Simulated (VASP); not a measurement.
# MoS2 (R-3m) in VASP: further runs, part 2 of 2

VASP 6.6.1. Earlier steps stand in the parts before.

### 3 Single point, r2SCAN+D3(BJ)

The input, POSCAR:

```
MoS2
1.0
    1.5855000000      0.9153900000      6.1150000000
   -1.5855000000      0.9153900000      6.1150000000
    0.0000000000     -1.8307800000      6.1150000000
Mo S
1 2
Direct
    0.0000000000      0.0000000000      0.0000000000
    0.7500000000      0.7500000000      0.7500000000
    0.2500000000      0.2500000000      0.2500000000
```

The input, INCAR.step1:

```
SYSTEM = MoS2
ALGO     = Normal         ! electronic algorithm
EDIFF    = 1E-4           ! SCF threshold, eV
ENCUT    = 520            ! plane-wave cutoff, eV
GGA      = PE             ! functional
ISMEAR   = 1              ! smearing method
LASPH    = .TRUE.         ! aspherical terms in the spheres
LCHARG   = .FALSE.        ! write CHGCAR
LREAL    = .FALSE.        ! projectors in reciprocal space
LWAVE    = .TRUE.         ! write WAVECAR
NBANDS   = 20             ! bands
NELM     = 100            ! most SCF steps
PREC     = Accurate       ! precision mode
SIGMA    = 0.3            ! smearing width, eV
```

The input, INCAR.step2:

```
SYSTEM = MoS2
ALGO     = Normal         ! electronic algorithm
EDIFF    = 1E-7           ! SCF threshold, eV
ENCUT    = 520            ! plane-wave cutoff, eV
ISIF     = 2              ! what is computed and relaxed
ISMEAR   = 1              ! smearing method
ISTART   = 1            
IVDW     = 12             ! dispersion correction
LASPH    = .TRUE.         ! aspherical terms in the spheres
LCHARG   = .FALSE.        ! write CHGCAR
LMIXTAU  = .TRUE.       
LREAL    = .FALSE.        ! projectors in reciprocal space
LWAVE    = .FALSE.        ! write WAVECAR
METAGGA  = R2SCAN         ! meta-GGA
NBANDS   = 20             ! bands
NELM     = 100            ! most SCF steps
PREC     = Accurate       ! precision mode
SIGMA    = 0.3            ! smearing width, eV
VDW_A1   = 0.49484001   
VDW_A2   = 5.73083694   
VDW_S6   = 1.0          
VDW_S8   = 0.78981345
```

The input, KPOINTS:

```
Automatic mesh
0
Gamma
  5 5 5
  0.5 0.5 0.5
```

Potentials or basis: VASP PAW PBE potentials, release 64 (Mo_sv, S).

On the command line:

```
$ cat potpaw_PBE.64/Mo_sv/POTCAR potpaw_PBE.64/S/POTCAR > POTCAR
$ cp INCAR.step1 INCAR
$ mpirun -np 1 vasp_std > vasp.out
$ cp INCAR.step2 INCAR
$ mpirun -np 1 vasp_std > vasp.out
```

OUTCAR:

```text
SYSTEM = MoS2
   EDIFF = 1E-7
   ENCUT = 520
   ISIF = 2
   ISMEAR = 1
   ISTART = 1
   IVDW = 12
   LASPH = .TRUE.
   LREAL = .FALSE.
   METAGGA = R2SCAN
   NELM = 100
   PREC = Accurate
 IVDW          = 12

 ion  position               nearest neighbor table
   1  0.000  0.000  0.000-   2 2.39   2 2.39   3 2.39   3 2.39   2 2.39   3 2.39
   2  0.750  0.750  0.750-   1 2.39   1 2.39   1 2.39
   3  0.250  0.250  0.250-   1 2.39   1 2.39   1 2.39

  LATTYP: Found a trigonal (rhomboedric) cell.
 ALAT       =     6.3831789966
 COS(alpha) =     0.8766073686

  Lattice vectors:

 A1 = (   1.5855000000,   0.9153900000,   6.1150000000)
 A2 = (  -1.5855000000,   0.9153900000,   6.1150000000)
 A3 = (   0.0000000000,  -1.8307800000,   6.1150000000)

Analysis of symmetry for initial positions (statically):
=====================================================================
 Subroutine PRICEL returns:
 Original cell was already a primitive cell.

 Routine SETGRP: Setting up the symmetry group for a
 trigonal (rhombohedral) supercell.

 Subroutine GETGRP returns: Found 12 space group operations
 (whereof 12 operations were pure point group operations)
 out of a pool of 12 trial point group operations.

The static configuration has the point symmetry D_3d.

Analysis of symmetry for dynamics (positions and initial velocities):
=====================================================================
 Subroutine PRICEL returns:
 Original cell was already a primitive cell.

 Routine SETGRP: Setting up the symmetry group for a
 trigonal (rhombohedral) supercell.

 Subroutine GETGRP returns: Found 12 space group operations
 (whereof 12 operations were pure point group operations)
 out of a pool of 12 trial point group operations.

The dynamic configuration has the point symmetry D_3d.

 Subroutine INISYM returns: Found 12 space group operations
 (whereof 12 operations are pure point group operations),
[... 108 lines left out ...]
   EFERMI_NEDOS =   21; number of points for ismear=-14 and -15
   IALGO  =     38    algorithm
   IMIX   =      4    mixing-type and parameters
     AMIX     =   0.40;   BMIX     =  1.00
     AMIX_MAG =   1.60;   BMIX_MAG =  1.00
  volume/ion in A,a.u.               =      17.75       119.78
  Fermi-wavevector in a.u.,A,eV,Ry     =   1.289118  2.436079 22.610494  1.661824
  Thomas-Fermi vector in A             =   2.421030
   LORBIT       =      0    0 simple, 1 ext, 2 COOP (PROOUT), +10 PAW based schemes
   METAGGA = R2SCAN    functional components
   LHFCALC =     F    Hartree Fock is set to
   AEXX    =    0.0000 exact exchange contribution
   IVDW    =    12    specifies the selected vdW correction
   LEPSILON=     F    determine dielectric tensor
   LRPA    =     F    only Hartree local field effects (RPA)
 non-spin polarized calculation
 Methfessel and Paxton  Order N= 1 SIGMA  =   0.30
  energy-cutoff  :      520.00
  volume of cell :       53.25
 maximum number of plane-waves:      1448
   NGX = 23   NGY = 23   NGZ = 23

 number of electron      25.9999998 magnetization

 Free energy of the ion-electron system (eV)
  ---------------------------------------------------
  ext. energy  EPLUGINS =         0.00000000
  ---------------------------------------------------
  free energy    TOTEN  =       -44.08252144 eV

  energy without entropy =      -44.07314986  energy(sigma->0) =      -44.07939758

 E-fermi :   7.4350     XC(G=0): -11.5037

 val. band max:        7.4238470213   @ k =   0.3000   0.3000   0.3000
 cond. band min:       7.5475368641   @ k =  -0.3000   0.5000   0.3000
 fundamental gap:      0.1236898428
 Fermi energy:         7.4349992230

 k-point     1 :       0.1000    0.1000    0.1000
  band No.  band energies     occupation
      1     -56.0537      2.00000
      2     -29.4110      2.00000
      3     -29.3125      2.00000
      4     -29.3125      2.00000
      5      -8.2027      2.00000
      6      -6.5548      2.00000
[... 426 lines left out ...]
     19      16.6286      0.00000
     20      17.9629      0.00000

------------------------ aborting loop because EDIFF is reached ----------------------------------------

 Edisp (eV)   -0.60517

 E8    (eV) :    -0.1885

  FORCE on cell =-STRESS in cart. coord.  units (eV):
  Direction    XX          YY          ZZ          XY          YZ          ZX
  --------------------------------------------------------------------------------------
  -------------------------------------------------------------------------------------
  Total       1.79360     1.79361     1.60366     0.00000     0.00000     0.00000
  in kB      53.96555    53.96569    48.25066     0.00000     0.00000     0.00000
  external pressure =       52.06 kB  Pullay stress =        0.00 kB

 VOLUME and BASIS-vectors are now :
 -----------------------------------------------------------------------------
  energy-cutoff  :      520.00
  volume of cell :       53.25
      direct lattice vectors                 reciprocal lattice vectors
     1.585500000  0.915390000  6.115000000     0.315357931  0.182071758  0.054510766
    -1.585500000  0.915390000  6.115000000    -0.315357931  0.182071758  0.054510766
     0.000000000 -1.830780000  6.115000000     0.000000000 -0.364143516  0.054510766

 POSITION                                       TOTAL-FORCE (eV/Angst)
 -----------------------------------------------------------------------------------
      0.00000      0.00000      0.00000         0.000000      0.000000     -0.000000
      0.00000      0.00000     13.75875         0.000000      0.000000      0.673654
      0.00000      0.00000      4.58625         0.000000     -0.000000     -0.673654
 -----------------------------------------------------------------------------------
    total drift:                               -0.000000      0.000000      0.000000

  FREE ENERGIE OF THE ION-ELECTRON SYSTEM (eV)
  ---------------------------------------------------
  free  energy   TOTEN  =       -44.6876878784 eV

  energy  without entropy=      -44.6783163053  energy(sigma->0) =      -44.68456402
```

OUTCAR.step1:

```text
SYSTEM = MoS2
   EDIFF = 1E-4
   ENCUT = 520
   GGA = PE
   ISMEAR = 1
   LASPH = .TRUE.
   LREAL = .FALSE.
   NELM = 100
[... 652 lines left out ...]
      0.00000      0.00000      0.00000         0.000000      0.000000      0.000000
      0.00000      0.00000     13.75875         0.000000      0.000000      0.889271
      0.00000      0.00000      4.58625         0.000000     -0.000000     -0.889271
 -----------------------------------------------------------------------------------
    total drift:                               -0.000000     -0.000000      0.000000

  FREE ENERGIE OF THE ION-ELECTRON SYSTEM (eV)
  ---------------------------------------------------
  free  energy   TOTEN  =       -20.9165625288 eV

  energy  without entropy=      -20.9062171148  energy(sigma->0) =      -20.91311406
```

It used 810 s of CPU time on 1 thread of AMD EPYC 7R13 Processor (Zen 3), on a shared host.

What came out:

```
Free energy                : -44.6877 eV
Pressure                   : 5.2 GPa
Largest force              : 0.674 eV/Å
Band gap on the k mesh     : zero (band 13 reaches 7.41 eV, above the bottom of band 14 at 7.25 eV)
Dispersion energy per atom : -0.202 eV
```

Forces on the atoms (eV/Å):
```
Mo   0.000  0.000  0.000
S    0.000  0.000  0.674
S    0.000  0.000 -0.674
```

Stress tensor (GPa, compression positive):
```
5.40 0.00 0.00
0.00 5.40 0.00
0.00 0.00 4.83
```

Levels at points of the mesh, in eV from the Fermi level:
```
           k point  band 11  band 12  band 13  band 14  band 15  band 16
(0.50, 0.50, 0.50)    -0.78    -0.78    -0.18    -0.18     0.23     3.94
```

Caveat: the k points lie up to 0.46 Å⁻¹ apart; the PAW data sets were made with another functional, which shifts forces and pressure a little; pairwise dispersion overbinds metals, which lowers pressure and volume.
